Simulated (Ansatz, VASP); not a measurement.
## One calculation of Sc3I2, two programs

```
CELL_PARAMETERS angstrom
3.59611 2.07621 6.33006
-3.59611 2.07621 6.33006
0.00000 -4.15243 6.33006
ATOMIC_POSITIONS crystal
Sc 0.56101 0.93899 0.25000
Sc 0.25000 0.56101 0.93899
Sc 0.93899 0.25000 0.56101
Sc 0.43899 0.06101 0.75000
Sc 0.75000 0.43899 0.06101
Sc 0.06101 0.75000 0.43899
I 0.34735 0.34735 0.34735
I 0.15265 0.15265 0.15265
I 0.65265 0.65265 0.65265
I 0.84735 0.84735 0.84735
```

Alike in both runs: functional PBE; k mesh 6 × 6 × 6; occupations gaussian, width 0.1 eV; no spin polarisation.

Ansatz relaxed the structure, and its values are those at the end. VASP's run is a single point on that final structure, the one shown.

|  | VASP | Ansatz |
| --- | --- | --- |
| version | VASP 6.6.1 | Ansatz 0.2.0 |
| potentials or method | VASP PAW PBE potentials, release 64 (Sc_sv, I), cutoff 520 eV | scalar-relativistic, plane waves, PAW |
| valence electrons in the cell | 94 | 134 |

```csv
,VASP,Ansatz,Ansatz less VASP
gap on the k mesh at the Fermi level (eV),none,none,-
pressure (GPa),0.1,0.0,-0.06
rms of the force components (eV/Å),0.003,0.003,-0.0008
```

A gap of «none» marks a metal or a gap that the smearing closes. VASP's potentials hold 94 valence electrons a cell and Ansatz's 134, so a difference there can come from the potentials and not from the codes.

Spin-orbit coupling is off throughout.
